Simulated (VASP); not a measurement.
Input of a VASP 6.6.1 run:

File INCAR:

```
PREC = Accurate
ENCUT = 520
EDIFF = 1E-6
ISMEAR = -1
SIGMA = 0.08
LREAL = False
LASPH = True
NELM = 80
ALGO = Normal
ISIF = 2
LWAVE = False
LCHARG = False
GGA = PE
NBANDS = 12
```

File KPOINTS:

```
regular mesh
0
Gamma
  15 15 15
```

File POSCAR:

```
Sb
1.0
   -2.8775956491      2.8775956491      1.5147203958
    2.8775956491     -2.8775956491      1.5147203958
    2.8775956491      2.8775956491     -1.5147203958
Sb
2
Direct
   -0.3750000000     -0.1250000000     -0.2500000000
    0.3750000000      0.1250000000      0.2500000000
```

Potentials or basis: VASP PAW PBE potentials, release 64 (Sb).

Run with:

```console
$ cat potpaw_PBE.64/Sb/POTCAR > POTCAR
$ mpirun -np 1 vasp_std > vasp.out
```

Question: Estimate the band gap on the k mesh.

Answer: Zero (band 5 reaches 13.48 eV, above the bottom of band 6 at 6.96 eV).

Question: Predict the pressure.

Answer: 13.3 GPa.

Stress tensor (GPa, compression positive):
```
13.32  0.00  0.00
 0.00 13.32  0.00
 0.00  0.00 13.22
```

Caveat: spin-orbit coupling is left out, which moves the levels of the heavy elements.
